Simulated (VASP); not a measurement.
A run of VASP 6.6.1 is set up as follows.

The input INCAR:

```
SYSTEM = MgO
  PREC = Accurate
  ENCUT = 520
  EDIFF = 1E-6
  ISMEAR = 0
  SIGMA = 0.05
  LREAL = .False.
  LASPH = .True.
  NELM = 80
  ALGO = Normal
  ISIF = 2
  LWAVE = .False.
  LCHARG = .False.
  LDIPOL = .True.
  IDIPOL = 3
  DIPOL = 0.5 0.5 0.500
  GGA = PE
  IVDW = 12
  IBRION = 2
  NSW = 70
  EDIFFG = -0.03
```

The input KPOINTS:

```
Automatic mesh
0
Gamma
  9 9 1
  0 0 0
```

The input POSCAR:

```
MgO
1.0
    2.9757889837      0.0000000000      0.0000000000
   -1.4878944918      2.5771088562      0.0000000000
    0.0000000000      0.0000000000     20.0743038268
O Mg
3 3
Selective dynamics
Direct
    0.3333333333      0.6666666667      0.3487044961  F F F
    0.0000000000      0.0000000000      0.4697408992  F F F
    0.6666666667      0.3333333333      0.5907773024  T T T
    0.6666666667      0.3333333333      0.4092226976  F F F
    0.3333333333      0.6666666667      0.5302591008  T T T
    0.0000000000      0.0000000000      0.6512955039  T T T
```

Potentials or basis: VASP PAW PBE potentials, release 64 (O, Mg).

Launch:

```sh
$ cat potpaw_PBE.64/O/POTCAR potpaw_PBE.64/Mg/POTCAR > POTCAR
$ mpirun -np 1 vasp_std > vasp.out
```

(1) Predict the energy gained by relaxing.

(2) Predict the band gap on the k mesh.

## Answers

(1) 15.1 meV/atom.

(2) zero (band 12 reaches -2.20 eV, above the bottom of band 13 at -2.66 eV).
